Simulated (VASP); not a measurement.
Write the native input for VASP 6.6.1 that does the following.

- Task: relaxation of cell and atoms
- Functional: LDA
- Potentials or basis: VASP PAW PBE potentials, release 64 (Lu)
- Cutoff: 600 eV
- k mesh: 17 × 17 × 17
- Occupations: fermi-dirac, width 0.1 eV
- Spin: no spin polarisation
- Dipole correction: no
- Further INCAR settings: ALGO = Normal; EDIFF = 1e-06; IBRION = 2; EDIFFG = -0.02; NSW = 60; ISIF = 3

The structure of Lu lies in POSCAR:

```
Lu
1.0
    1.9450000000      1.9450000000      1.9450000000
   -1.9450000000      1.9450000000      1.9450000000
   -1.9450000000     -1.9450000000      1.9450000000
Lu
1
Direct
    0.0000000000      0.0000000000      0.0000000000
```

This isn't the form of Lu at room conditions, which is hcp.

The input as run:

INCAR

```
PREC = Accurate
ENCUT = 600
EDIFF = 1E-6
ISMEAR = -1
SIGMA = 0.1
LREAL = F
LASPH = T
NELM = 80
ALGO = Normal
ISIF = 3
LWAVE = F
LCHARG = F
GGA = CA
IBRION = 2
NSW = 60
EDIFFG = -0.02
```

KPOINTS

```
regular mesh
0
Gamma
  17 17 17
```

Potentials or basis: VASP PAW PBE potentials, release 64 (Lu).

The run is started by

```console
$ cat potpaw_PBE.64/Lu/POTCAR > POTCAR
$ mpirun -np 1 vasp_std > vasp.out
```

Results of the run:

| Item | Value |
| --- | --- |
| Relaxed volume | 26.47 Å³/atom |
| Relaxed cell | a = 3.252 Å, b = 3.252 Å, c = 3.252 Å, α = 70.53°, β = 109.47°, γ = 70.53° |
| Space group after relaxing (to 0.1 Å) | Im-3m (No. 229) |
| Energy gained by relaxing | 46.8 meV/atom |
| Ionic steps | 3 |
| Pressure after relaxing | -0.1 GPa |
| Band gap on the k mesh | zero (an odd number of electrons rules out a gap without spin polarisation) |

Caveat: the PAW data sets were made with another functional, which shifts forces and pressure a little; spin-orbit coupling is left out, which moves the levels of the heavy elements.

Wall time 5.5 min on 1 thread of Intel(R) Xeon(R) Platinum 8375C CPU @ 2.90GHz (Ice Lake) (shared host), peak memory 0.24 GiB.
